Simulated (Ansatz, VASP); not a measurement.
# One calculation of Al12HO, two programs

INCAR

```
ALGO = Fast ; DIPOL = 0.5 0.5 0.296
EDIFF = 1E-6 ; ENCUT = 520
GGA = PE ; IDIPOL = 3
ISIF = 2 ; ISMEAR = 0
ISPIN = 2 ; LASPH = True
LCHARG = True ; LDIPOL = True
LELF = True ; LORBIT = 11
LREAL = False ; LVACPOTAV = True
LVHAR = True ; LWAVE = False
MAGMOM = 0 0 0 0 0 0 0 0 0 0 0 0 1 0 ; NBANDS = 38
NELM = 150 ; PREC = Accurate
SIGMA = 0.1
```

Contents of KPOINTS:

```
k-points
0
Gamma
  5 5 1
```

Contents of POSCAR:

```
Al12HO
1.0
    5.7143028096      0.0000000000      0.0000000000
    0.0000000000      5.7143028096      0.0000000000
    0.0000000000      0.0000000000     22.1750227687
Al O H
12 1 1
Direct
    0.2500000000      0.2500000000      0.1803831293
    0.2500000000      0.7500000000      0.1803831293
    0.7500000000      0.2500000000      0.1803831293
    0.7500000000      0.7500000000      0.1803831293
    0.0000000000      0.0000000000      0.2744094920
    0.0000000000      0.5000000000      0.2744094920
    0.5000000000      0.0000000000      0.2744094920
    0.5000000000      0.5000000000      0.2744094920
    0.2500000000      0.2500000000      0.3686590473
    0.2500000000      0.7500000000      0.3686590473
    0.7500000000      0.2500000000      0.3686590473
    0.7500000000      0.7500000000      0.3686590473
    0.5000000000      0.5000000000      0.4160096188
    0.6071648556      0.6071648556      0.4385575100
```

Input for Ansatz:

```yaml
crystal:
  lattice:
    - [5.7143028096, 0.0, 0.0]
    - [0.0, 5.7143028096, 0.0]
    - [0.0, 0.0, 22.1750227687]
  atoms:
    - { symbol: Al, position: [0.25, 0.25, 0.1803831293] }
    - { symbol: Al, position: [0.25, 0.75, 0.1803831293] }
    - { symbol: Al, position: [0.75, 0.25, 0.1803831293] }
    - { symbol: Al, position: [0.75, 0.75, 0.1803831293] }
    - { symbol: Al, position: [0.0, 0.0, 0.274409492] }
    - { symbol: Al, position: [0.0, 0.5, 0.274409492] }
    - { symbol: Al, position: [0.5, 0.0, 0.274409492] }
    - { symbol: Al, position: [0.5, 0.5, 0.274409492] }
    - { symbol: Al, position: [0.25, 0.25, 0.3686590473] }
    - { symbol: Al, position: [0.25, 0.75, 0.3686590473] }
    - { symbol: Al, position: [0.75, 0.25, 0.3686590473] }
    - { symbol: Al, position: [0.75, 0.75, 0.3686590473] }
    - { symbol: O, position: [0.5, 0.5, 0.4160096188], spin: 1.0 }
    - { symbol: H, position: [0.6071648556, 0.6071648556, 0.43855751] }
basis:
  ecutwfc: 420
kpoints:
  mp_grid: { grid: [5, 5, 1] }
hamiltonian:
  xc: pbe
scf:
  occupations: { method: gaussian, width: 0.1 }
output:
  forces: true
  eigenvalues: true
  populations: true
magnetization:
  spin_polarized: true
efield:
  axis: 3
  dipole_correction: true
  ramp_width: 0.04
```

Alike in both runs: task single point; functional PBE; k mesh 5 × 5 × 1; occupations gaussian, width 0.1 eV; collinear spin.

```csv
,VASP,Ansatz
version,VASP 6.6.1,Ansatz 0.2.0
potentials or method,"VASP PAW PBE potentials, release 64 (Al, O, H), cutoff 520 eV","scalar-relativistic, plane waves, PAW"
valence electrons in the cell,43,43
```

```tsv
	VASP	Ansatz	Ansatz less VASP
gap on the k mesh at the Fermi level (eV)	none	none	-
rms of the force components (eV/Å)	0.373	0.374	+0.0014
net moment per atom (μB)	0.00	0.00	0.000
work function, face that differs most (eV)	4.01	4.01	-0.002
```

Atom by atom the forces differ by 0.027 eV/Å (rms over components). A gap of «none» marks a metal or a gap that the smearing closes. Ansatz's warnings: seeded moment not kept.
